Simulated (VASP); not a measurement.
Set up this calculation in VASP 6.6.1, as the native input.

| Quantity | Value |
| --- | --- |
| Task | single point |
| Functional | PBE |
| Potentials or basis | VASP PAW PBE potentials, release 64 (Bi_d, Se) |
| Cutoff | 520 eV |
| k mesh | 8 × 8 × 8 |
| Occupations | fermi-dirac, width 0.02 eV |
| Spin | no spin polarisation |
| Dipole correction | no |
| Further INCAR settings | ALGO = Normal; EDIFF = 1e-06; NBANDS = 32 |

The structure of Bi2Se3 lies in POSCAR:

```
Bi2Se3
1.0
    2.0711835690      1.1957983911      9.3641435680
   -2.0711835690      1.1957983911      9.3641435680
    0.0000000000     -2.3915967823      9.3641435680
Bi Se
2 3
Direct
    0.4008819023      0.4008819023      0.4008819023
    0.5991180977      0.5991180977      0.5991180977
    0.2109290891      0.2109290891      0.2109290891
    0.7890709109      0.7890709109      0.7890709109
    0.0000000000      0.0000000000      0.0000000000
```

This cell differs from its parent crystal: uniaxial z strain -4.0%.

The input as run:

INCAR

```
SYSTEM = Bi2Se3
PREC = Accurate
ENCUT = 520
EDIFF = 1E-6
ISMEAR = -1
SIGMA = 0.02
LREAL = .FALSE.
LASPH = .TRUE.
NELM = 60
ALGO = Normal
ISIF = 2
LWAVE = .FALSE.
LCHARG = .FALSE.
GGA = PE
NBANDS = 32
```

KPOINTS

```
Automatic mesh
0
G
  8 8 8
  0 0 0
```

Potentials or basis: VASP PAW PBE potentials, release 64 (Bi_d, Se).

Launch:

```sh
$ cat potpaw_PBE.64/Bi_d/POTCAR potpaw_PBE.64/Se/POTCAR > POTCAR
$ mpirun -np 1 vasp_std > vasp.out
```

Results of the run:

The pressure is 3.6 GPa and the largest force is 0.220 eV/Å. The band gap on the k mesh is 0.12 eV.

Caveat: the cell differs from its parent crystal (uniaxial z strain -4.0%); the cell stands under pressure; spin-orbit coupling is left out, which moves the levels of the heavy elements.

It took 16 min on 1 thread of AMD EPYC 9R45 96-Core Processor (Zen 5), on a shared host, peak memory 0.8 GiB.
